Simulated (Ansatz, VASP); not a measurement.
## InP in VASP and in Ansatz

```
In P
1.0
     0.00000    2.95198    2.95198
     2.95198    0.00000    2.95198
     2.95198    2.95198    0.00000
In P
1 1
Cartesian
  0.0000 0.0000 0.0000
  4.4280 4.4280 4.4280
```

Alike in both runs: task relaxation of cell and atoms; functional LDA; k mesh 14 × 14 × 14; occupations gaussian, width 0.02 eV; no spin polarisation.

```csv
,VASP,Ansatz
version,VASP 6.6.1,Ansatz 0.2.0
potentials or method,"VASP PAW LDA potentials, release 64 (In_d, P), cutoff 600 eV","scalar-relativistic, plane waves, PAW"
valence electrons in the cell,18,18
```

```csv
,VASP,Ansatz,Ansatz less VASP
"gap on the k mesh at the Fermi level, each at its own relaxed structure (eV)",0.60,0.57,-0.026
relaxed volume (Å³/atom),24.75,24.73,-0.023
relaxed length of the cell vector where the two differ most in proportion (Å),4.122,4.120,-0.0013
```

Ansatz warns that its potentials were made for another functional, while VASP's fit it. LDA's correlation is that of Perdew and Zunger in VASP and of Perdew and Wang (1992) in Ansatz.
